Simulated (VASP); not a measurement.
KF: single point with PBE

The system is KF.

```
K F
1.0
     0.00000    2.71025    2.71025
     2.71025    0.00000    2.71025
     2.71025    2.71025    0.00000
K F
1 1
Direct
  0.00000 0.00000 0.00000
  0.50000 0.50000 0.50000
```

```
Program             : VASP 6.6.1
Task                : single point
Functional          : PBE
Potentials or basis : VASP PAW PBE potentials, release 64 (K_sv, F)
Cutoff              : 520 eV
k mesh              : 12 × 12 × 12
Occupations         : gaussian, width 0.05 eV
Spin                : no spin polarisation
```

- Pressure: 0.0 GPa
- Band gap on the k mesh: 5.95 eV

Levels at points of the mesh, in eV from the valence-band top:
| k point | band 4 | band 5 | band 6 | band 7 | band 8 | band 9 | band 10 | band 11 | band 12 | band 13 |
| --- | --- | --- | --- | --- | --- | --- | --- | --- | --- | --- |
| (0.00, 0.00, 0.00) | -9.54 | -9.54 | 0.00 | 0.00 | 0.00 | 5.95 | 10.56 | 10.56 | 10.56 | 12.17 |
| (0.50, 0.00, 0.00) | -9.57 | -9.57 | -0.75 | -0.31 | -0.31 | 8.89 | 10.29 | 11.87 | 11.87 | 14.02 |
| (0.50, 0.50, 0.00) | -9.72 | -9.72 | -0.23 | -0.06 | -0.06 | 8.16 | 10.07 | 11.47 | 13.38 | 13.96 |

Run time: 97 s on 1 thread of AMD EPYC 7R13, on a shared host, peak memory 0.16 GiB.

A k mesh can miss the band edges. As with any semilocal functional, this PBE gap is likely too small.
